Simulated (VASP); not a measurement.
A run of VASP 6.6.1 is set up as follows.

The input POSCAR:

```
YBeCl5
1.0
   -2.5881294116      4.2025836577      4.5974354678
    2.5881294116     -4.2025836577      4.5974354678
    2.5881294116      4.2025836577     -4.5974354678
Y Be Cl
1 1 5
Direct
    0.5000000000      0.5000000000      0.0000000000
    0.0000000000      0.0000000000      0.0000000000
    0.8028703317      0.5000000000      0.3028703317
    0.1971296683      0.5000000000      0.6971296683
    0.2019316750      0.2019316750      0.0000000000
    0.7980683250      0.7980683250      0.0000000000
    0.5000000000      0.0000000000      0.5000000000
```

File INCAR.step1:

```
ALGO = Normal
EDIFF = 1E-4
ENCUT = 520
GGA = PE
ISMEAR = -1
LASPH = T
LCHARG = F
LREAL = F
LWAVE = T
NBANDS = 33
NELM = 100
PREC = Accurate
SIGMA = 0.03
```

Contents of INCAR.step2:

```
ALGO = Normal
BPARAM = 11.95
CPARAM = 0.0093
EDIFF = 1E-6
ENCUT = 520
ISIF = 2
ISMEAR = -1
ISTART = 1
IVDW_NL = 2
LASPH = T
LCHARG = T
LELF = T
LMIXTAU = T
LREAL = F
LUSE_VDW = T
LVHAR = T
LWAVE = F
METAGGA = R2SCAN
NBANDS = 33
NELM = 100
PREC = Accurate
SIGMA = 0.03
```

The input KPOINTS:

```
k-points
0
Gamma
  6 6 6
```

Potentials or basis: VASP PAW PBE potentials, release 64 (Y_sv, Be, Cl).

Launch:

```bash
$ cat potpaw_PBE.64/Y_sv/POTCAR potpaw_PBE.64/Be/POTCAR potpaw_PBE.64/Cl/POTCAR > POTCAR
$ cp INCAR.step1 INCAR
$ mpirun -np 1 vasp_std > vasp.out
$ cp INCAR.step2 INCAR
$ mpirun -np 1 vasp_std > vasp.out
```

Q: Estimate the pressure.

A: -0.2 GPa.

Q: Estimate the largest force.

A: 0.094 eV/Å.

Q: Predict the band gap on the k mesh.

A: 4.20 eV (least direct gap 4.42 eV).

Stress tensor (GPa, compression positive):
```
-0.05  0.00  0.00
 0.00 -0.11  0.00
 0.00  0.00 -0.33
```

Caveat: the PAW data sets were made with another functional, which shifts forces and pressure a little. A k mesh can miss the band edges.
